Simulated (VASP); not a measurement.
# SnTe (Fm-3m) in VASP: a series of runs, part 2 of 2

VASP 6.6.1. The steps go on from the part before.

## Step 3: Single point, PBE

This run uses another cell than the first one, of 31.91 Å³/atom.

INCAR reads:

```
SYSTEM = SnTe
ALGO = Normal ; EDIFF = 1E-6
ENCUT = 500 ; GGA = PE
GGA_COMPAT = .False. ; ISIF = 2
ISMEAR = 0 ; LASPH = .True.
LCHARG = .False. ; LREAL = .False.
LWAVE = .False. ; NBANDS = 17
NELM = 120 ; PREC = Accurate
SIGMA = 0.01
```

KPOINTS reads:

```
k-points
0
Gamma
  6 6 6
  0 0 0
```

POSCAR reads:

```
SnTe
1.0
    0.0000000000      3.1717171644      3.1717171644
    3.1717171644      0.0000000000      3.1717171644
    3.1717171644      3.1717171644      0.0000000000
Sn Te
1 1
Direct
    0.0000000000      0.0000000000      0.0000000000
    0.5000000000      0.5000000000      0.5000000000
```

Potentials or basis: VASP PAW PBE potentials, release 64 (Sn_d, Te).

Run with:

```
$ cat potpaw_PBE.64/Sn_d/POTCAR potpaw_PBE.64/Te/POTCAR > POTCAR
$ mpirun -np 1 vasp_std > vasp.out
```

OUTCAR:

```text
SYSTEM = SnTe
   EDIFF = 1E-6
   ENCUT = 500
   GGA = PE
   ISIF = 2
   ISMEAR = 0
   LASPH = .True.
   LREAL = .False.
   NELM = 120
   PREC = Accurate

 ion  position               nearest neighbor table
   1  0.000  0.000  0.000-   2 3.17   2 3.17   2 3.17   2 3.17   2 3.17   2 3.17
   2  0.500  0.500  0.500-   1 3.17   1 3.17   1 3.17   1 3.17   1 3.17   1 3.17

  LATTYP: Found a face centered cubic cell.
 ALAT       =     6.3434343288

  Lattice vectors:

 A1 = (   0.0000000000,   3.1717171644,   3.1717171644)
 A2 = (   3.1717171644,   0.0000000000,   3.1717171644)
 A3 = (   3.1717171644,   3.1717171644,   0.0000000000)

Analysis of symmetry for initial positions (statically):
=====================================================================
 Subroutine PRICEL returns:
 Original cell was already a primitive cell.

 Routine SETGRP: Setting up the symmetry group for a
 face centered cubic supercell.

 Subroutine GETGRP returns: Found 48 space group operations
 (whereof 48 operations were pure point group operations)
 out of a pool of 48 trial point group operations.

The static configuration has the point symmetry O_h .

Analysis of symmetry for dynamics (positions and initial velocities):
=====================================================================
 Subroutine PRICEL returns:
 Original cell was already a primitive cell.

 Routine SETGRP: Setting up the symmetry group for a
 face centered cubic supercell.

 Subroutine GETGRP returns: Found 48 space group operations
 (whereof 48 operations were pure point group operations)
 out of a pool of 48 trial point group operations.

The dynamic configuration has the point symmetry O_h .

 Subroutine INISYM returns: Found 48 space group operations
 (whereof 48 operations are pure point group operations),
 and found     1 'primitive' translations

----------------------------------------------------------------------------------------

[... 102 lines left out ...]
     AMIX     =   0.40;   BMIX     =  1.00
     AMIX_MAG =   1.60;   BMIX_MAG =  1.00
  volume/ion in A,a.u.               =      31.91       215.32
  Fermi-wavevector in a.u.,A,eV,Ry     =   1.112023  2.101418 16.824894  1.236595
  Thomas-Fermi vector in A             =   2.248592
   LORBIT       =      0    0 simple, 1 ext, 2 COOP (PROOUT), +10 PAW based schemes
   GGA     = PE    functional components
   LHFCALC =     F    Hartree Fock is set to
   AEXX    =    0.0000 exact exchange contribution
   IVDW    =     0    specifies the selected vdW correction
   LEPSILON=     F    determine dielectric tensor
   LRPA    =     F    only Hartree local field effects (RPA)
 non-spin polarized calculation
 Gauss-broadening in eV      SIGMA  =   0.01
  energy-cutoff  :      500.00
  volume of cell :       63.81
 maximum number of plane-waves:      1639
 NGX is ok and might be reduce to    36
   NGX = 17   NGY = 17   NGZ = 17

 number of electron      20.0000001 magnetization

 Free energy of the ion-electron system (eV)
  ---------------------------------------------------
  ext. energy  EPLUGINS =         0.00000000
  ---------------------------------------------------
  free energy    TOTEN  =        -7.55580643 eV

  energy without entropy =       -7.55580072  energy(sigma->0) =       -7.55580357

 E-fermi :   6.7487     XC(G=0):  -9.4113

 val. band max:        6.7297550882   @ k =   0.5000   0.0000   0.0000
 cond. band min:       6.7676997548   @ k =   0.5000   0.0000   0.0000
 fundamental gap:      0.0379446666
 Fermi energy:         6.7487274209

 k-point     1 :       0.0000    0.0000    0.0000
  band No.  band energies     occupation
      1     -15.2005      2.00000
      2     -15.2005      2.00000
      3     -15.1953      2.00000
      4     -15.1953      2.00000
      5     -15.1953      2.00000
      6      -5.9532      2.00000
[... 297 lines left out ...]
      4     -15.1889      2.00000
      5     -15.1855      2.00000
      6      -4.3761      2.00000
[... 9 lines left out ...]
     16      16.7044      0.00000
     17      17.8938      0.00000

------------------------ aborting loop because EDIFF is reached ----------------------------------------

  FORCE on cell =-STRESS in cart. coord.  units (eV):
  Direction    XX          YY          ZZ          XY          YZ          ZX
  --------------------------------------------------------------------------------------
  -------------------------------------------------------------------------------------
  Total        0.4745883      0.4745883      0.4745883      0.0000000      0.0000000      0.0000000
  in kB       11.9155544     11.9155544     11.9155544      0.0000000      0.0000000      0.0000000
  external PRESSURE =      11.9155544 kB  Pullay stress =       0.0000000 kB

 VOLUME and BASIS-vectors are now :
 -----------------------------------------------------------------------------
  energy-cutoff  :      500.00
  volume of cell :       63.81
      direct lattice vectors                 reciprocal lattice vectors
     0.000000000  3.171717164  3.171717164    -0.157643312  0.157643312  0.157643312
     3.171717164  0.000000000  3.171717164     0.157643312 -0.157643312  0.157643312
     3.171717164  3.171717164  0.000000000     0.157643312  0.157643312 -0.157643312

 POSITION                                       TOTAL-FORCE (eV/Angst)
 -----------------------------------------------------------------------------------
      0.00000      0.00000      0.00000         0.000000      0.000000      0.000000
      3.17172      3.17172      3.17172         0.000000     -0.000000      0.000000
 -----------------------------------------------------------------------------------
    total drift:                               -0.000000      0.000000      0.000000

  FREE ENERGIE OF THE ION-ELECTRON SYSTEM (eV)
  ---------------------------------------------------
  free  energy   TOTEN  =        -7.5558064307 eV

  energy  without entropy=       -7.5558007183  energy(sigma->0) =       -7.55580357
```

stdout:

```text
POSCAR found type information on POSCAR SnTe
 POSCAR found :  2 types and       2 ions
 scaLAPACK will be used
 LDA part: xc-table for (Slater+PW92), standard interpolation
 POSCAR, INCAR and KPOINTS ok, starting setup
 FFT: planning ... GRIDC
 FFT: planning ... GRID_SOFT
 FFT: planning ... GRID
 WAVECAR not read
 entering main loop
```

Run time: 15 s. Hardware: 1 thread of Intel Xeon Platinum 8259CL at 2.50GHz (Skylake/Cascade Lake), shared host; peak memory 0.2 GiB.

Results:

```
Free energy            : -7.5558 eV
Pressure               : 1.2 GPa
Band gap on the k mesh : 0.04 eV
```

Caveat: semilocal functionals underestimate gaps, and a narrow one can read as zero; spin-orbit coupling is left out, which moves the levels of the heavy elements. A k mesh can miss the band edges.
